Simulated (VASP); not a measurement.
Runs of VASP 6.6.1 on Pt. The structure is that of space group P6_3/mmc (No. 194), or close to it. The cells are those of the table. This isn't the form of Pt at room conditions, which is fcc.

| cell | gap on the mesh (eV) | pressure (GPa) |
| --- | --- | --- |
| a = 2.624, b = 2.624, c = 4.468 Å, angles 90.0, 90.0, 120.0°, 2 atoms | none | 50.1 |
| a = 2.747, b = 2.747, c = 4.771 Å, angles 90.0, 90.0, 120.0°, 2 atoms | none | -8.0 |
| a = 2.761, b = 2.761, c = 4.792 Å, angles 90.0, 90.0, 120.0°, 2 atoms | none | (a) |
| a = 2.768, b = 2.768, c = 4.835 Å, angles 90.0, 90.0, 120.0°, 2 atoms | none | -14.2 |
| a = 2.702, b = 2.702, c = 4.646 Å, angles 90.0, 90.0, 120.0°, 2 atoms | none | (b) |

Alike in all rows: task single point; level PBEsol; potentials or basis VASP PAW PBE potentials, release 64 (Pt); no spin polarisation; k mesh 18 × 18 × 10; cutoff (eV) 520; smearing gaussian 0.1 eV.

Question: Fill in the values left out.

Answer: (a) -11.3; (b) 8.8.

Caveats: the PAW data sets were made with another functional, which shifts forces and pressure a little; spin-orbit coupling is left out, which moves the levels of the heavy elements; the cell stands under tension (at least some runs); the cell stands under pressure (at least some runs).

A k mesh can miss the band edges, and the runs leave out spin-orbit coupling on Pt.

A gap of «none» marks levels without a gap at the run's occupations.
